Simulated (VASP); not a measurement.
# MgO (Fm-3m) in VASP: notebook

The runs below take MgO through relaxation of cell and atoms, with PBE.

All numbers are computed with VASP 6.6.1; they aren't measurements. Logs are shortened: lines on timing, memory, paths and dates and some standing lists are left out, and cuts for length are marked.

## (1) The cell of the first run

Symmetry: Fm-3m, No. 225, cubic system. Conventional cell: a = 3.899 Å, b = 3.899 Å, c = 3.899 Å, α = 90.00°, β = 90.00°, γ = 90.00°. Mg (site symmetry m-3m) has 6 O at 1.95 Å within 2.6 Å. O (site symmetry m-3m) has 6 Mg at 1.95 Å within 2.6 Å.

## (2) Relaxation of cell and atoms, PBE, target pressure 280 GPa, at which the enthalpy is minimised

Input file INCAR:

```
SYSTEM = MgO
PREC = Accurate ; ENCUT = 600
EDIFF = 1E-7 ; ISMEAR = 0
SIGMA = 0.1 ; LREAL = .FALSE.
LASPH = .TRUE. ; NELM = 120
ALGO = Normal ; ISIF = 3
LWAVE = .FALSE. ; LCHARG = .FALSE.
GGA = PE ; IBRION = 2
NSW = 80 ; EDIFFG = -0.05
PSTRESS = 2800.0 ; GGA_COMPAT = .FALSE.
NELMIN = 4
```

Input file KPOINTS:

```
Automatic mesh
0
G
  8 8 8
  0 0 0
```

Input file POSCAR:

```
MgO
1.0
    0.0000000000      1.9495000000      1.9495000000
    1.9495000000      0.0000000000      1.9495000000
    1.9495000000      1.9495000000      0.0000000000
Mg O
1 1
Direct
    0.0000000000      0.0000000000      0.0000000000
    0.5000000000      0.5000000000      0.5000000000
```

Potentials or basis: VASP PAW PBE potentials, release 64 (Mg, O).

Launch:

```sh
$ cat potpaw_PBE.64/Mg/POTCAR potpaw_PBE.64/O/POTCAR > POTCAR
$ mpirun -np 1 vasp_std > vasp.out
```

OUTCAR:

```text
SYSTEM = MgO
   PREC = Accurate
   ENCUT = 600
   EDIFF = 1E-7
   ISMEAR = 0
   LREAL = .FALSE.
   LASPH = .TRUE.
   NELM = 120
   ISIF = 3
   GGA = PE
   IBRION = 2
   NSW = 80
   EDIFFG = -0.05
   PSTRESS = 2800.0
   NELMIN = 4

 ion  position               nearest neighbor table
   1  0.000  0.000  0.000-   2 1.95   2 1.95   2 1.95   2 1.95   2 1.95   2 1.95
   2  0.500  0.500  0.500-   1 1.95   1 1.95   1 1.95   1 1.95   1 1.95   1 1.95

  LATTYP: Found a face centered cubic cell.
 ALAT       =     3.8990000000

  Lattice vectors:

 A1 = (   0.0000000000,   1.9495000000,   1.9495000000)
 A2 = (   1.9495000000,   0.0000000000,   1.9495000000)
 A3 = (   1.9495000000,   1.9495000000,   0.0000000000)

Analysis of symmetry for initial positions (statically):
=====================================================================
 Subroutine PRICEL returns:
 Original cell was already a primitive cell.

 Routine SETGRP: Setting up the symmetry group for a
 face centered cubic supercell.

 Subroutine GETGRP returns: Found 48 space group operations
 (whereof 48 operations were pure point group operations)
 out of a pool of 48 trial point group operations.

The static configuration has the point symmetry O_h .

Analysis of symmetry for dynamics (positions and initial velocities):
=====================================================================
 Subroutine PRICEL returns:
 Original cell was already a primitive cell.

 Routine SETGRP: Setting up the symmetry group for a
 face centered cubic supercell.

 Subroutine GETGRP returns: Found 48 space group operations
 (whereof 48 operations were pure point group operations)
 out of a pool of 48 trial point group operations.

The dynamic configuration has the point symmetry O_h .

 Subroutine INISYM returns: Found 48 space group operations
 (whereof 48 operations are pure point group operations),
 and found     1 'primitive' translations

----------------------------------------------------------------------------------------

                                     Primitive cell

  volume of cell :      14.8183

  direct lattice vectors                    reciprocal lattice vectors
     0.000000000  1.949500000  1.949500000    -0.256476019  0.256476019  0.256476019
     1.949500000  0.000000000  1.949500000     0.256476019 -0.256476019  0.256476019
     1.949500000  1.949500000  0.000000000     0.256476019  0.256476019 -0.256476019

[... 86 lines left out ...]
   NSW    =     80    number of steps for IOM
   IBRION =      2    ionic relax: 0-MD 1-quasi-New 2-CG
   NFREE  =      1    steps in history (QN), initial steepest desc. (CG)
   ISIF   =      3    stress and relaxation
   ISYM   =      2    0-nonsym 1-usesym 2-fastsym
   POTIM  = 0.5000    time-step for ionic-motion
   TEBEG  =    0.0;   TEEND  =   0.0 temperature during run
   PSTRESS= 2800.0 pullay stress
   NELECT =       8.0000    total number of electrons
   NUPDOWN=      -1.0000    fix difference up-down
   EMIN   =  10.00;   EMAX   =-10.00  energy-range for DOS
   EFERMI =   0.00;   METHOD = LEGACY
   ISMEAR =     0;   SIGMA  =   0.10  broadening in eV -4-tet -1-fermi 0-gaus
   EFERMI_NEDOS =   21; number of points for ismear=-14 and -15
   IALGO  =     38    algorithm
   IMIX   =      4    mixing-type and parameters
     AMIX     =   0.40;   BMIX     =  1.00
     AMIX_MAG =   1.60;   BMIX_MAG =  1.00
  volume/ion in A,a.u.               =       7.41        50.00
  Fermi-wavevector in a.u.,A,eV,Ry     =   1.333025  2.519052 24.176945  1.776955
  Thomas-Fermi vector in A             =   2.461915
   LORBIT       =      0    0 simple, 1 ext, 2 COOP (PROOUT), +10 PAW based schemes
   GGA     = PE    functional components
   LHFCALC =     F    Hartree Fock is set to
   AEXX    =    0.0000 exact exchange contribution
   IVDW    =     0    specifies the selected vdW correction
   LEPSILON=     F    determine dielectric tensor
   LRPA    =     F    only Hartree local field effects (RPA)
 conjugate gradient relaxation of ions
 non-spin polarized calculation
 Gauss-broadening in eV      SIGMA  =   0.10
  energy-cutoff  :      600.00
  volume of cell :       14.82
 maximum number of plane-waves:       531
 NGX is ok and might be reduce to    24
   NGX = 11   NGY = 11   NGZ = 11

--------------------------------------- Ionic step        1  -------------------------------------------

 number of electron       8.0000001 magnetization

 Free energy of the ion-electron system (eV)
  ---------------------------------------------------
  ext. energy  EPLUGINS =         0.00000000
  ---------------------------------------------------
  free energy    TOTEN  =       -11.18961340 eV

  energy without entropy =      -11.18961340  energy(sigma->0) =      -11.18961340

------------------------ aborting loop because EDIFF is reached ----------------------------------------

  FORCE on cell =-STRESS in cart. coord.  units (eV):
  Direction    XX          YY          ZZ          XY          YZ          ZX
  --------------------------------------------------------------------------------------
  -------------------------------------------------------------------------------------
  Total        6.1187498      6.1187498      6.1187498      0.0000000      0.0000000      0.0000000
  in kB      661.5665902    661.5665902    661.5665902      0.0000000      0.0000000      0.0000000
  external PRESSURE =   -2138.4334098 kB  Pullay stress =    2800.0000000 kB
[... 25 lines left out ...]
--------------------------------------- Ionic step        2  -------------------------------------------

 number of electron       8.0000000 magnetization

 E-fermi :  54.3201     XC(G=0): -26.2814

 val. band max:       54.2387838200   @ k =  -0.3750   0.1250   0.0000
 cond. band min:      55.1098619688   @ k =   0.5000   0.1250   0.0000
 fundamental gap:      0.8710781487
 Fermi energy:        54.3201258044

 k-point     1 :       0.0000    0.0000    0.0000
  band No.  band energies     occupation
      1      44.0381      2.00000
      2      46.5681      2.00000
      3      46.5681      2.00000
      4      46.5681      2.00000
      5      72.8136      0.00000
      6      72.8136      0.00000
      7      72.8136      0.00000
      8      74.6034      0.00000
[... 518 lines left out ...]
--------------------------------------- Ionic step        9  -------------------------------------------

 number of electron       8.0000000 magnetization

 Free energy of the ion-electron system (eV)
  ---------------------------------------------------
  ext. energy  EPLUGINS =         0.00000000
  ---------------------------------------------------
  free energy    TOTEN  =        -7.51044963 eV

  energy without entropy =       -7.51044963  energy(sigma->0) =       -7.51044963

 E-fermi :   9.2226     XC(G=0): -13.9329

 val. band max:        8.6727016364   @ k =   0.0000   0.0000   0.0000
 cond. band min:      17.7051125417   @ k =   0.5000   0.5000   0.0000
 fundamental gap:      9.0324109053
 Fermi energy:         9.2225988413

 k-point     1 :       0.0000    0.0000    0.0000
  band No.  band energies     occupation
      1     -12.2987      2.00000
      2       8.6727      2.00000
      3       8.6727      2.00000
      4       8.6727      2.00000
      5      20.7214      0.00000
      6      27.3078      0.00000
      7      27.3078      0.00000
      8      27.3078      0.00000
[... 286 lines left out ...]
  energy  without entropy=       -7.5104496302  energy(sigma->0) =       -7.51044963

  enthalpy is  TOTEN    =        11.5188287953 eV   P V=       19.0292784255

 reached required accuracy - stopping structural energy minimisation
```

OSZICAR:

```text
N       E                     dE             d eps       ncg     rms          rms(c)
DAV:   1     0.116887619620E+02    0.11689E+02   -0.56218E+03   552   0.104E+03
DAV:   2    -0.126495081064E+02   -0.24338E+02   -0.23801E+02   520   0.152E+02
DAV:   3    -0.128987813013E+02   -0.24927E+00   -0.24927E+00   664   0.160E+01
[... 84 lines left out ...]
DAV:   3    -0.751050232219E+01    0.37613E-03   -0.18865E-03   520   0.419E-01    0.456E-02
DAV:   4    -0.751044827738E+01    0.54045E-04   -0.59665E-05   496   0.948E-02    0.882E-03
DAV:   5    -0.751044950933E+01   -0.12319E-05   -0.35586E-06   520   0.158E-02    0.279E-03
DAV:   6    -0.751044963400E+01   -0.12467E-06   -0.40211E-08   304   0.266E-03    0.195E-04
DAV:   7    -0.751044963021E+01    0.37876E-08   -0.36894E-09   232   0.590E-04
   9 F= 0.11518829E+02 E0= 0.11518829E+02  d E =-.950059E-03
```

CONTCAR:

```text
MgO
   1.00000000000000
     0.0000000000000000    1.7591989560566723    1.7591989560566723
     1.7591989560566723    0.0000000000000000    1.7591989560566723
     1.7591989560566723    1.7591989560566723    0.0000000000000000
  Mg              O
     1     1
Direct
     0.0000000000000000    0.0000000000000000    0.0000000000000000
     0.5000000000000000    0.5000000000000000    0.5000000000000000

  0.00000000E+00  0.00000000E+00  0.00000000E+00
  0.00000000E+00  0.00000000E+00  0.00000000E+00
```

Run time: 53 s. Hardware: 1 thread of Intel Xeon 8259CL, shared host; peak memory 0.2 GiB.

What came out:

- Free energy: -7.5104 eV
- Relaxed volume: 5.44 Å³/atom
- Relaxed cell: a = 2.488 Å, b = 2.488 Å, c = 2.488 Å, α = 60.00°, β = 60.00°, γ = 60.00°
- Space group after relaxing (to 0.1 Å): Fm-3m (No. 225)
- Energy change on relaxing (the run minimises the enthalpy): +1839.6 meV/atom
- Ionic steps: 9
- Pressure after relaxing: 280.0 GPa
- Band gap on the k mesh: 9.03 eV (least direct gap 11.26 eV)

Step by step:
```
step  energy change (eV)  largest force (eV/Å)  pressure (GPa)  volume (Å³)
   1              0.0000                0.0000           66.16        14.82
   2            188.9110                0.0000        15842.17         2.12
   3              0.5925                0.0000          102.71        13.68
   4              1.6188                0.0000          162.32        12.42
   5              3.9648                0.0000          296.42        10.73
   6              3.6531                0.0000          278.48        10.90
   7              3.7768                0.0000          285.59        10.83
   8              3.3483                0.0000          261.01        11.08
   9              3.6792                0.0000          279.98        10.89
```

Final structure:
```yaml
crystal:
  lattice:
    - [0.00000, 1.75920, 1.75920]
    - [1.75920, 0.00000, 1.75920]
    - [1.75920, 1.75920, 0.00000]
  atoms:
    - { symbol: Mg, position: [0.00000, 0.00000, 0.00000] }
    - { symbol: O, position: [0.50000, 0.50000, 0.50000] }
```

Caveat: the cell is relaxed towards a set pressure, so the run minimises the enthalpy, not the energy; the volume moved by over 15 % at a fixed basis, so the end points are rough. A k mesh can miss the band edges.

## (3) Relaxation of cell and atoms, PBE, target pressure 280 GPa, at which the enthalpy is minimised

This run uses another cell than the first one, of 5.41 Å³/atom.

Input file INCAR:

```
PREC = Accurate ; ENCUT = 600
EDIFF = 1E-7 ; ISMEAR = 0
SIGMA = 0.01 ; LREAL = F
LASPH = T ; NELM = 120
ALGO = Normal ; ISIF = 3
LWAVE = F ; LCHARG = F
GGA = PE ; IBRION = 2
NSW = 80 ; EDIFFG = -0.002
PSTRESS = 2800.0 ; GGA_COMPAT = F
NELMIN = 4
```

Input file KPOINTS:

```
regular mesh
0
Gamma
  12 12 12
```

Input file POSCAR:

```
MgO
1.0
    0.0000000000      1.7552448645      1.7552448645
    1.7552448645      0.0000000000      1.7552448645
    1.7552448645      1.7552448645      0.0000000000
Mg O
1 1
Direct
    0.0000000000      0.0000000000      0.0000000000
    0.5000000000      0.5000000000      0.5000000000
```

Potentials or basis: VASP PAW PBE potentials, release 64 (Mg, O).

Launch:

```sh
$ cat potpaw_PBE.64/Mg/POTCAR potpaw_PBE.64/O/POTCAR > POTCAR
$ mpirun -np 1 vasp_std > vasp.out
```

It took 39 s on 1 thread of Intel Xeon 8259CL, shared host; peak memory 0.14 GiB.

The run converged. Its results:

```
Free energy                                                : -7.4865 eV
Relaxed volume                                             : 5.44 Å³/atom
Relaxed cell                                               : a = 2.488 Å, b = 2.488 Å, c = 2.488 Å, α = 60.00°, β = 60.00°, γ = 60.00°
Space group after relaxing (to 0.1 Å)                      : Fm-3m (No. 225)
Energy change on relaxing (the run minimises the enthalpy) : -62.3 meV/atom
Ionic steps                                                : 6
Pressure after relaxing                                    : 280.1 GPa
Band gap on the k mesh                                     : 9.02 eV (least direct gap 11.25 eV)
```

The path:
```
step  energy change (eV)  largest force (eV/Å)  pressure (GPa)  volume (Å³)
   1              0.0000                0.0000          287.19        10.82
   2             -0.6437                0.0000          250.44        11.20
   3             -0.1269                0.0000          279.93        10.89
   4             -0.1244                0.0000          280.07        10.89
   5             -0.1244                0.0000          280.07        10.89
   6             -0.1246                0.0000          280.06        10.89
```

Final structure:
```
Mg O
1.0
     0.00000    1.75904    1.75904
     1.75904    0.00000    1.75904
     1.75904    1.75904    0.00000
Mg O
1 1
Direct
  0.00000 0.00000 0.00000
  0.50000 0.50000 0.50000
```

Levels at points of the mesh, in eV from the valence-band top:
```csv
k point,band 1,band 2,band 3,band 4,band 5,band 6,band 7,band 8
"(0.00, 0.00, 0.00)",-20.98,0.00,0.00,0.00,12.05,18.63,18.63,18.63
"(0.50, 0.00, 0.00)",-17.72,-7.65,-1.62,-1.62,11.85,19.40,22.62,22.62
"(0.50, 0.50, 0.00)",-17.46,-6.69,-2.23,-2.23,9.02,17.42,20.06,29.03
```

Caveat: the cell is relaxed towards a set pressure, so the run minimises the enthalpy, not the energy. PBE usually gives volumes a little too large and moduli too small.
